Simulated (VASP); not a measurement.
A run of VASP 6.6.1 is set up as follows.

The input INCAR:

```
PREC     = Accurate       # precision mode
ENCUT    = 600            # plane-wave cutoff, eV
EDIFF    = 1E-7           # SCF threshold, eV
ISMEAR   = 0              # smearing method
SIGMA    = 0.1            # smearing width, eV
LREAL    = False          # projectors in reciprocal space
LASPH    = True           # aspherical terms in the spheres
NELM     = 100            # most SCF steps
ALGO     = Fast           # electronic algorithm
ISIF     = 3              # what is computed and relaxed
LWAVE    = False          # write WAVECAR
LCHARG   = False          # write CHGCAR
GGA      = PE             # functional
IBRION   = 2              # ionic algorithm
NSW      = 100            # ionic steps
EDIFFG   = -0.01          # ionic threshold
```

File KPOINTS:

```
regular mesh
0
Gamma
  8 8 8
```

File POSCAR:

```
Sc4Mo
1.0
    5.0211096904      0.0000000000      0.0000000000
    0.0000000000      5.0211096904      0.0000000000
    0.0000000000      0.0000000000      5.0211096904
Sc Mo
4 1
Direct
    0.5000000000      0.0000000000      0.0000000000
    0.0000000000      0.5000000000      0.0000000000
    0.0000000000      0.0000000000      0.5000000000
    0.5000000000      0.5000000000      0.5000000000
    0.0000000000      0.0000000000      0.0000000000
```

Potentials or basis: VASP PAW PBE potentials, release 64 (Sc_sv, Mo_sv).

Run with:

```sh
$ cat potpaw_PBE.64/Sc_sv/POTCAR potpaw_PBE.64/Mo_sv/POTCAR > POTCAR
$ mpirun -np 1 vasp_std > vasp.out
```

**Question.** Estimate the space group after relaxing (to 0.1 Å).

**Answer.** Pm-3m (No. 221).

**Question.** Predict the band gap on the k mesh.

**Answer.** Zero (bands 29 and 30 overlap by 0.61 eV).

**Question.** Predict the relaxed volume.

**Answer.** 25.76 Å³/atom.

Final structure:
```cif
data_structure
_symmetry_space_group_name_H-M 'P 1'
_symmetry_Int_Tables_number 1
_cell_length_a 5.0502
_cell_length_b 5.0502
_cell_length_c 5.0502
_cell_angle_alpha 90.000
_cell_angle_beta 90.000
_cell_angle_gamma 90.000
_cell_volume 128.80
loop_
_atom_site_label
_atom_site_type_symbol
_atom_site_fract_x
_atom_site_fract_y
_atom_site_fract_z
_atom_site_occupancy
Sc1 Sc 0.50000 0.00000 0.00000 1
Sc2 Sc 0.00000 0.50000 0.00000 1
Sc3 Sc 0.00000 0.00000 0.50000 1
Sc4 Sc 0.50000 0.50000 0.50000 1
Mo1 Mo 0.00000 0.00000 0.00000 1
```
